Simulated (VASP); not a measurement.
# BAs (F-43m) in VASP: notebook, part 2 of 2

VASP 6.6.1. Earlier steps stand in the parts before.

## 4. Single point, PBE, non-collinear spin, zero start, spin-orbit coupling

This run uses another cell than the first one, of 13.68 Å³/atom, 0.984 times its volume.

Input file INCAR:

```
  PREC = Accurate
  ENCUT = 520
  EDIFF = 1E-6
  ISMEAR = -1
  SIGMA = 0.02
  LREAL = F
  LASPH = T
  NELM = 150
  ALGO = Normal
  ISIF = 2
  LWAVE = F
  LCHARG = F
  MAGMOM = 0 0 0 0 0 0
  LORBIT = 11
  LSORBIT = T
  GGA_COMPAT = F
  LORBMOM = T
  GGA = PE
  NBANDS = 20
```

Input file KPOINTS:

```
regular mesh
0
Gamma
  10 10 10
```

Input file POSCAR:

```
BAs
1.0
    0.0000000000      2.3918700258      2.3918700258
    2.3918700258      0.0000000000      2.3918700258
    2.3918700258      2.3918700258      0.0000000000
B As
1 1
Direct
    0.0000000000      0.0000000000      0.0000000000
    0.2500000000      0.2500000000      0.2500000000
```

Potentials or basis: VASP PAW PBE potentials, release 64 (B, As).

Started as:

```sh
$ cat potpaw_PBE.64/B/POTCAR potpaw_PBE.64/As/POTCAR > POTCAR
$ mpirun -np 1 vasp_ncl > vasp.out
```

OUTCAR:

```text
PREC = Accurate
   ENCUT = 520
   EDIFF = 1E-6
   ISMEAR = -1
   LREAL = F
   LASPH = T
   NELM = 150
   ISIF = 2
   LORBIT = 11
   LSORBIT = T
   GGA = PE

 ion  position               nearest neighbor table
   1  0.000  0.000  0.000-   2 2.07   2 2.07   2 2.07   2 2.07
   2  0.250  0.250  0.250-   1 2.07   1 2.07   1 2.07   1 2.07

  LATTYP: Found a face centered cubic cell.
 ALAT       =     4.7837400516

  Lattice vectors:

 A1 = (   0.0000000000,   2.3918700258,   2.3918700258)
 A2 = (   2.3918700258,   0.0000000000,   2.3918700258)
 A3 = (   2.3918700258,   2.3918700258,   0.0000000000)

Analysis of symmetry for initial positions (statically):
=====================================================================
 Subroutine PRICEL returns:
 Original cell was already a primitive cell.

 Routine SETGRP: Setting up the symmetry group for a
 face centered cubic supercell.

[... 816 lines left out ...]
 l=   3
     0.0000000     0.0000000     0.0000000     0.0000000     0.0000000     0.0000000     0.0000000
     0.0000000     0.0000000     0.0000000     0.0000000     0.0000000     0.0000000     0.0000000
     0.0000000     0.0000000     0.0000000     0.0000000     0.0000000     0.0000000     0.0000000
     0.0000000     0.0000000     0.0000000     0.0000000     0.0000000     0.0000000     0.0000000
     0.0000000     0.0000000     0.0000000     0.0000000     0.0000000     0.0000000     0.0000000
     0.0000000     0.0000000     0.0000000     0.0000000     0.0000000     0.0000000     0.0000000
     0.0000000     0.0000000     0.0000000     0.0000000     0.0000000     0.0000000     0.0000000

 Ion:    2  E_soc:     -0.0212551
 l=   1
     0.0000000    -0.0035169    -0.0035169
    -0.0035169     0.0000000    -0.0035169
    -0.0035169    -0.0035169     0.0000000
 l=   2
     0.0000000    -0.0000130     0.0000000    -0.0000130    -0.0000127
    -0.0000130     0.0000000    -0.0000095    -0.0000130    -0.0000032
     0.0000000    -0.0000095     0.0000000    -0.0000095     0.0000000
    -0.0000130    -0.0000130    -0.0000095     0.0000000    -0.0000032
    -0.0000127    -0.0000032     0.0000000    -0.0000032     0.0000000
 l=   3
     0.0000000     0.0000000     0.0000000     0.0000000     0.0000000     0.0000000     0.0000000
     0.0000000     0.0000000     0.0000000     0.0000000     0.0000000     0.0000000     0.0000000
     0.0000000     0.0000000     0.0000000     0.0000000     0.0000000     0.0000000     0.0000000
     0.0000000     0.0000000     0.0000000     0.0000000     0.0000000     0.0000000     0.0000000
     0.0000000     0.0000000     0.0000000     0.0000000     0.0000000     0.0000000     0.0000000
     0.0000000     0.0000000     0.0000000     0.0000000     0.0000000     0.0000000     0.0000000
     0.0000000     0.0000000     0.0000000     0.0000000     0.0000000     0.0000000     0.0000000

 total charge

# of ion       s       p       d       tot
------------------------------------------
    1        0.659   1.175   0.000   1.835
    2        1.173   1.659   0.088   2.920
--------------------------------------------------
tot          1.832   2.835   0.088   4.754

 magnetization (x)

# of ion       s       p       d       tot
------------------------------------------
    1       -0.000   0.000   0.000  -0.000
    2        0.000  -0.000   0.000   0.000
--------------------------------------------------
tot         -0.000   0.000   0.000  -0.000

 magnetization (y)

# of ion       s       p       d       tot
------------------------------------------
    1        0.000   0.000   0.000   0.000
    2       -0.000  -0.000   0.000   0.000
--------------------------------------------------
tot         -0.000  -0.000   0.000   0.000

 magnetization (z)

# of ion       s       p       d       tot
------------------------------------------
    1       -0.000   0.000   0.000  -0.000
    2       -0.000   0.000   0.000   0.000
--------------------------------------------------
tot         -0.000   0.000   0.000  -0.000
```

stdout:

```text
POSCAR found type information on POSCAR B As
 POSCAR found :  2 types and       2 ions
 scaLAPACK will be used
 LDA part: xc-table for (Slater+PW92), standard interpolation
 POSCAR, INCAR and KPOINTS ok, starting setup
 FFT: planning ... GRIDC
 FFT: planning ... GRID_SOFT
 FFT: planning ... GRID
 WAVECAR not read
 entering main loop
```

It took 47 s on 1 thread of Intel Xeon 6975P-C (Granite Rapids), shared host; peak memory 0.27 GiB.

What came out:

```yaml
Free_energy: -11.4192 eV
Pressure: 2.8 GPa
Net_moment: 0.00 μB per cell
Valence_electrons_inside_the_program's_atomic_spheres: B 1.83; As 2.92
```

Moments on the atoms (μB; x, y, z):
```
B   0.00 0.00 0.00
As  0.00 0.00 0.00
```

## 5. Single point, HSE06

This run uses another cell than the first one, of 13.68 Å³/atom, 0.984 times its volume.

POSCAR is that of step 4.

Input file INCAR.step1:

```
SYSTEM = BAs
PREC     = Accurate       ! precision mode
ENCUT    = 520            ! plane-wave cutoff, eV
EDIFF    = 1E-5           ! SCF threshold, eV
ISMEAR   = 0              ! smearing method
SIGMA    = 0.01           ! smearing width, eV
LREAL    = .FALSE.        ! projectors in reciprocal space
LASPH    = .TRUE.         ! aspherical terms in the spheres
NELM     = 80             ! most SCF steps
ALGO     = Normal         ! electronic algorithm
ISIF     = 2              ! what is computed and relaxed
LWAVE    = .TRUE.         ! write WAVECAR
NBANDS   = 11             ! bands
GGA      = PE             ! functional
```

Input file INCAR.step2:

```
SYSTEM = BAs
PREC     = Accurate       ! precision mode
ENCUT    = 520            ! plane-wave cutoff, eV
EDIFF    = 1E-7           ! SCF threshold, eV
ISMEAR   = 0              ! smearing method
SIGMA    = 0.01           ! smearing width, eV
LREAL    = .FALSE.        ! projectors in reciprocal space
LASPH    = .TRUE.         ! aspherical terms in the spheres
NELM     = 80             ! most SCF steps
ALGO     = Normal         ! electronic algorithm
ISIF     = 2              ! what is computed and relaxed
LWAVE    = .FALSE.        ! write WAVECAR
LCHARG   = .TRUE.         ! write CHGCAR
GGA      = PE             ! functional
LHFCALC  = .TRUE.         ! exact exchange
HFSCREEN = 0.2079         ! screening, 1/A
PRECFOCK = Normal       
LELF     = .TRUE.         ! ELF
LVHAR    = .TRUE.       
NBANDS   = 11             ! bands
ISTART   = 1
```

Input file KPOINTS:

```
Automatic mesh
0
G
  6 6 6
  0 0 0
```

Started as:

```sh
$ cat potpaw_PBE.64/B/POTCAR potpaw_PBE.64/As/POTCAR > POTCAR
$ cp INCAR.step1 INCAR
$ mpirun -np 1 vasp_std > vasp.out
$ cp INCAR.step2 INCAR
$ mpirun -np 1 vasp_std > vasp.out
```

Wall time 5.8 min (1 thread of Intel Xeon 6975P-C (Granite Rapids), shared host); peak memory 0.27 GiB.

The run converged. Its results:

```yaml
Free_energy: -13.2420 eV
Pressure: -1.2 GPa
Band_gap_on_the_k_mesh: 1.95 eV, indirect (least direct gap 4.11 eV)
```

Levels at points of the mesh, in eV from the valence-band top:
```tsv
k point	band 1	band 2	band 3	band 4	band 5	band 6	band 7	band 8
(0.00, 0.00, 0.00)	-16.91	0.00	0.00	0.00	4.11	4.11	4.11	5.82
(0.50, 0.00, 0.00)	-13.74	-9.66	-1.98	-1.98	3.53	5.69	5.69	10.01
(0.50, 0.50, 0.00)	-12.24	-9.46	-4.44	-4.44	2.08	2.15	12.90	12.90
```

Caveat: the PAW data sets were made with another functional, which shifts forces and pressure a little. A k mesh can miss the band edges.

## 6. Overview

| task | level | spin | cell | k mesh | cutoff (eV) | smearing | grid for exact exchange (PRECFOCK) | screening parameter | gap on the mesh (eV) | pressure (GPa) | relaxed volume (Å³/atom) |
| --- | --- | --- | --- | --- | --- | --- | --- | --- | --- | --- | --- |
| relaxation of cell and atoms | PBEsol | off | relaxed from a = 3.400 Å, angles 60.0°, 2 atoms | 8 × 8 × 8 | 600 | fermi-dirac 0.02 eV | - | - | 1.09 | 0.0 | 13.63 |
| relaxation of cell and atoms | r2SCAN | off | relaxed from a = 3.400 Å, angles 60.0°, 2 atoms | 8 × 8 × 8 | 600 | fermi-dirac 0.02 eV | - | - | 1.39 | 0.0 | 13.71 |
| single point | PBE | non-collinear, zero start, SOC | a = 3.383 Å, angles 60.0°, 2 atoms | 10 × 10 × 10 | 520 | fermi-dirac 0.02 eV | - | - | - | 2.8 | - |
| single point | HSE06 | off | a = 3.383 Å, angles 60.0°, 2 atoms | 6 × 6 × 6 | 520 | gaussian 0.01 eV | Normal | 0.2079 1/Å | 1.95 | -1.2 | - |

Alike in all rows: potentials or basis VASP PAW PBE potentials, release 64 (B, As).

Caveats: the PAW data sets were made with another functional, which shifts forces and pressure a little (some runs).

Absolute energies hang on the potentials; compare differences alone.
